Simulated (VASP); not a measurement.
**C: relaxation of cell and atoms with r2SCAN**

The system is C.

```
CELL_PARAMETERS angstrom
1.95000 0.00000 0.00000
0.00000 1.95000 0.00000
0.00000 0.00000 1.95000
ATOMIC_POSITIONS crystal
C 0.00000 0.00000 0.00000
```

```
Program                : VASP 6.6.1
Task                   : relaxation of cell and atoms
Functional             : r2SCAN
Potentials or basis    : VASP PAW PBE potentials, release 64 (C)
Cutoff                 : 600 eV
k mesh                 : 11 × 11 × 11
Occupations            : fermi-dirac, width 0.05 eV
Spin                   : no spin polarisation
Dipole correction      : no
Further INCAR settings : ALGO = Normal; EDIFF = 1e-06; IBRION = 2; EDIFFG = -0.03; NSW = 80; ISIF = 3
```

- Relaxed volume: 5.48 Å³/atom
- Relaxed cell: a = 1.763 Å, b = 1.763 Å, c = 1.763 Å, α = 90.00°, β = 90.00°, γ = 90.00°
- Space group after relaxing (to 0.05 Å): Pm-3m (No. 221)
- Energy gained by relaxing: 434.9 meV/atom
- Ionic steps: 3
- Pressure after relaxing: 0.6 GPa
- Band gap on the k mesh: zero (band 2 reaches 21.31 eV, above the bottom of band 3 at 9.09 eV)

The path:
```csv
step,energy change (eV),largest force (eV/Å),pressure (GPa),volume (Å³)
1,0.0000,0.0000,-52.37,7.41
2,-0.4006,0.0000,30.75,5.11
3,-0.4349,0.0000,0.62,5.48
```

Final structure:
```
C
1.0
     1.76283    0.00000    0.00000
     0.00000    1.76283    0.00000
     0.00000    0.00000    1.76283
C
1
Direct
  0.00000 0.00000 0.00000
```

Levels at points of the mesh, in eV from the Fermi level:
```
           k point  band 1  band 2  band 3  band 4  band 5  band 6
(0.00, 0.00, 0.00)  -24.00    9.80    9.80    9.80   26.35   26.35
```

It used 10 s of CPU time on 1 thread of Intel Xeon 6975P-C, on a shared host.

Caveat: the volume moved by over 15 % at a fixed basis, so the end points are rough; the PAW data sets were made with another functional, which shifts forces and pressure a little.
